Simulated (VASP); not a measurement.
# BH2 in VASP: single point with PBE

Aim: the single point of BH2 with PBE.

Program: VASP 6.6.1. These are calculated values, not measurements. Logs are shortened: lines on timing, memory, paths and dates and some standing lists are left out, and cuts for length are marked.

### Step 1. The cell of the first run

The cell holds a molecule in a box, 3 atoms: a = 15.000 Å, b = 15.500 Å, c = 16.000 Å, α = 90.00°, β = 90.00°, γ = 90.00°.

### Step 2. Single point, PBE, collinear spin, ferromagnetic start

File INCAR:

```
SYSTEM = BH2
  ALGO = Normal
  EDIFF = 1E-7
  ENCUT = 520
  GGA = PE
  ISIF = 2
  ISMEAR = 0
  ISPIN = 2
  ISYM = 0
  LASPH = .TRUE.
  LCHARG = .TRUE.
  LELF = .TRUE.
  LORBIT = 11
  LREAL = .FALSE.
  LVHAR = .TRUE.
  LWAVE = .FALSE.
  MAGMOM = 1 0 0
  NBANDS = 14
  NELM = 150
  PREC = Accurate
  SIGMA = 0.005
```

File KPOINTS:

```
k-points
0
G
  1 1 1
  0 0 0
```

File POSCAR:

```
BH2
1.0
   15.0000000000      0.0000000000      0.0000000000
    0.0000000000     15.5000000000      0.0000000000
    0.0000000000      0.0000000000     16.0000000000
B H
1 2
Direct
    0.4995387182      0.4994808346      0.4788286949
    0.5724097881      0.5014016590      0.5091721445
    0.4280514937      0.4991175064      0.5119991606
```

Potentials or basis: VASP PAW PBE potentials, release 64 (B, H).

Command:

```
$ cat potpaw_PBE.64/B/POTCAR potpaw_PBE.64/H/POTCAR > POTCAR
$ mpirun -np 1 vasp_gam > vasp.out
```

OUTCAR:

```text
SYSTEM = BH2
   EDIFF = 1E-7
   ENCUT = 520
   GGA = PE
   ISIF = 2
   ISMEAR = 0
   ISPIN = 2
   ISYM = 0
   LASPH = .TRUE.
   LORBIT = 11
   LREAL = .FALSE.
   NELM = 150
   PREC = Accurate

 ion  position               nearest neighbor table
   1  0.500  0.499  0.479-   2 1.20   3 1.20
   2  0.572  0.501  0.509-   1 1.20
   3  0.428  0.499  0.512-   1 1.20

IMPORTANT INFORMATION: All symmetrisations will be switched off!
NOSYMM: (Re-)initialisation of all symmetry stuff for point group C_1.

----------------------------------------------------------------------------------------

                                     Primitive cell

  volume of cell :    3720.0000

  direct lattice vectors                    reciprocal lattice vectors
    15.000000000  0.000000000  0.000000000     0.066666667  0.000000000  0.000000000
     0.000000000 15.500000000  0.000000000     0.000000000  0.064516129  0.000000000
     0.000000000  0.000000000 16.000000000     0.000000000  0.000000000  0.062500000

  length of vectors
    15.000000000 15.500000000 16.000000000     0.066666667  0.064516129  0.062500000

  position of ions in fractional coordinates (direct lattice)
     0.499538718  0.499480835  0.478828695
     0.572409788  0.501401659  0.509172144
     0.428051494  0.499117506  0.511999161

  ion indices of the primitive-cell ions
   primitive index   ion index
                 1           1
                 2           2
                 3           3

----------------------------------------------------------------------------------------

 KPOINTS: k-points

Automatic generation of k-mesh.
 Grid dimensions read from file:
 generate k-points for:    1    1    1

 Generating k-lattice:

  Cartesian coordinates                     Fractional coordinates (reciprocal lattice)
     0.066666667  0.000000000  0.000000000     1.000000000  0.000000000  0.000000000
     0.000000000  0.064516129  0.000000000     0.000000000  1.000000000  0.000000000
     0.000000000  0.000000000  0.062500000     0.000000000  0.000000000  1.000000000

  Length of vectors
     0.066666667  0.064516129  0.062500000

  Shift w.r.t. Gamma in fractional coordinates (k-lattice)
     0.000000000  0.000000000  0.000000000

 Subroutine IBZKPT returns following result:
 ===========================================

 Found      1 irreducible k-points:

 Following reciprocal coordinates:
            Coordinates               Weight
  0.000000  0.000000  0.000000      1.000000
   k-points           NKPTS =      1   k-points in BZ     NKDIM =      1   number of bands    NBANDS=     14
   number of dos      NEDOS =    301   number of ions     NIONS =      3
   total plane-waves  NPLWV = ******
   dimension x,y,z NGX =   112 NGY =  120 NGZ =  120
   dimension x,y,z NGXF=   224 NGYF=  240 NGZF=  240
   ions per type =               1   2
   NGX,Y,Z   is equivalent  to a cutoff of  12.41, 12.87, 12.47 a.u.
   NGXF,Y,Z  is equivalent  to a cutoff of  24.83, 25.74, 24.94 a.u.
 SYSTEM =  BH2
   PREC   = accura    normal or accurate (medium, high low for compatibility)
   ISTART =      0    job   : 0-new  1-cont  2-samecut
   ICHARG =      2    charge: 1-file 2-atom 10-const
   ISPIN  =      2    spin polarized calculation?
   LNONCOLLINEAR =      F non collinear calculations
   LSORBIT =      F    spin-orbit coupling
   LASPH  =      T    aspherical Exc in radial PAW
   ENCUT  =  520.0 eV  38.22 Ry    6.18 a.u.  27.89 28.82 29.75*2*pi/ulx,y,z
   NELM   =    150;   NELMIN=  2; NELMDL= -5     # of ELM steps
   EDIFF  = 0.1E-06   stopping-criterion for ELM
   LREAL  =      F    real-space projection
   EDIFFG = 0.1E-05   stopping-criterion for IOM
   NSW    =      0    number of steps for IOM
   IBRION =     -1    ionic relax: 0-MD 1-quasi-New 2-CG
   NFREE  =      0    steps in history (QN), initial steepest desc. (CG)
   ISIF   =      2    stress and relaxation
   ISYM   =      0    0-nonsym 1-usesym 2-fastsym
   POTIM  = 0.5000    time-step for ionic-motion
   TEBEG  =    0.0;   TEEND  =   0.0 temperature during run
   PSTRESS=    0.0 pullay stress
   NELECT =       5.0000    total number of electrons
   NUPDOWN=      -1.0000    fix difference up-down
   EMIN   =  10.00;   EMAX   =-10.00  energy-range for DOS
   EFERMI =   0.00;   METHOD = LEGACY
   ISMEAR =     0;   SIGMA  =   0.01  broadening in eV -4-tet -1-fermi 0-gaus
   EFERMI_NEDOS =   21; number of points for ismear=-14 and -15
   IALGO  =     38    algorithm
   IMIX   =      4    mixing-type and parameters
     AMIX     =   0.40;   BMIX     =  1.00
     AMIX_MAG =   1.60;   BMIX_MAG =  1.00
  volume/ion in A,a.u.               =    1240.00      8367.93
  Fermi-wavevector in a.u.,A,eV,Ry     =   0.180669  0.341415  0.444112  0.032641
  Thomas-Fermi vector in A             =   0.906350
   LORBIT       =     11    0 simple, 1 ext, 2 COOP (PROOUT), +10 PAW based schemes
   GGA     = PE    functional components
   LHFCALC =     F    Hartree Fock is set to
   AEXX    =    0.0000 exact exchange contribution
   IVDW    =     0    specifies the selected vdW correction
   LEPSILON=     F    determine dielectric tensor
   LRPA    =     F    only Hartree local field effects (RPA)
 spin polarized calculation
 Gauss-broadening in eV      SIGMA  =   0.01
  energy-cutoff  :      520.00
  volume of cell :     3720.00
 maximum number of plane-waves:     50071
 NGX is ok and might be reduce to   112
   NGX = 55   NGY = 57   NGZ = 59

 number of electron       4.9999999 magnetization       1.0000000

 Free energy of the ion-electron system (eV)
  ---------------------------------------------------
  ext. energy  EPLUGINS =         0.00000000
  ---------------------------------------------------
  free energy    TOTEN  =       -10.14196772 eV

  energy without entropy =      -10.14196772  energy(sigma->0) =      -10.14196772

 E-fermi :  -4.8684     XC(G=0):  -0.2024

 val. band max:       -4.9084044396   @ k =   0.0000   0.0000   0.0000
 cond. band min:      -3.4416856060   @ k =   0.0000   0.0000   0.0000
 fundamental gap:      1.4667188336
 Fermi energy:        -4.8683769859

 spin component 1

 k-point     1 :       0.0000    0.0000    0.0000
  band No.  band energies     occupation
      1     -12.4156      1.00000
      2      -9.1157      1.00000
      3      -4.9084      1.00000
      4      -3.4417      0.00000
      5      -0.3008      0.00000
      6       0.2960      0.00000
      7       0.3809      0.00000
      8       0.4122      0.00000
      9       0.5049      0.00000
     10       0.5501      0.00000
     11       0.5847      0.00000
     12       0.9715      0.00000
     13       0.9831      0.00000
     14       1.0132      0.00000
 Fermi energy:        -4.8683769859

 spin component 2

 k-point     1 :       0.0000    0.0000    0.0000
  band No.  band energies     occupation
      1     -11.8393      1.00000
      2      -8.8907      1.00000
      3      -2.8108      0.00000
      4      -2.4307      0.00000
      5      -0.1164      0.00000
      6       0.3806      0.00000
      7       0.5230      0.00000
      8       0.5823      0.00000
      9       0.6063      0.00000
     10       0.6142      0.00000
     11       0.6551      0.00000
     12       1.0310      0.00000
     13       1.0831      0.00000
     14       1.1606      0.00000

------------------------ aborting loop because EDIFF is reached ----------------------------------------

  FORCE on cell =-STRESS in cart. coord.  units (eV):
  Direction    XX          YY          ZZ          XY          YZ          ZX
  --------------------------------------------------------------------------------------
  -------------------------------------------------------------------------------------
  Total       -0.0324389     -0.0294157     -0.0386089     -0.0000357     -0.0001141      0.0006229
  in kB       -0.0139712     -0.0126691     -0.0166286     -0.0000154     -0.0000492      0.0002683
  external PRESSURE =      -0.0144230 kB  Pullay stress =       0.0000000 kB

 VOLUME and BASIS-vectors are now :
 -----------------------------------------------------------------------------
  energy-cutoff  :      520.00
  volume of cell :     3720.00
      direct lattice vectors                 reciprocal lattice vectors
    15.000000000  0.000000000  0.000000000     0.066666667  0.000000000  0.000000000
     0.000000000 15.500000000  0.000000000     0.000000000  0.064516129  0.000000000
     0.000000000  0.000000000 16.000000000     0.000000000  0.000000000  0.062500000

 POSITION                                       TOTAL-FORCE (eV/Angst)
 -----------------------------------------------------------------------------------
      7.49308      7.74195      7.66126        -0.001311      0.000018      0.007691
      8.58615      7.77173      8.14675         0.002680     -0.000015     -0.003442
      6.42077      7.73632      8.19199        -0.001369     -0.000003     -0.004248
 -----------------------------------------------------------------------------------
    total drift:                                0.000086      0.000071      0.000058

  FREE ENERGIE OF THE ION-ELECTRON SYSTEM (eV)
  ---------------------------------------------------
  free  energy   TOTEN  =       -10.1419677250 eV

  energy  without entropy=      -10.1419677250  energy(sigma->0) =      -10.14196772

 total charge

# of ion       s       p       d       tot
------------------------------------------
    1        0.758   0.971   0.000   1.728
    2        0.610   0.023   0.000   0.633
    3        0.610   0.023   0.000   0.633
--------------------------------------------------
tot          1.978   1.016   0.000   2.993

 magnetization (x)

# of ion       s       p       d       tot
------------------------------------------
    1        0.079   0.335   0.000   0.414
    2        0.008   0.003   0.000   0.011
    3        0.008   0.003   0.000   0.011
--------------------------------------------------
tot          0.095   0.341   0.000   0.436
```

Wall time 14 min (1 thread of Intel Xeon Platinum 8259CL at 2.50GHz (Skylake/Cascade Lake), shared host); peak memory 3.5 GiB.

Results:

* Free energy: -10.1420 eV
* Largest force: 0.008 eV/Å
* Gap between the frontier levels: 1.47 eV
* Net moment: 1.00 μB per cell
* Site moments: B +0.41; H +0.01 μB
* Valence electrons inside the program's atomic spheres: B 1.73; H 0.63

Forces in eV/Å, atoms in the order of the input:
```
B   -0.001  0.000  0.008
H    0.003  0.000 -0.003
H   -0.001  0.000 -0.004
```
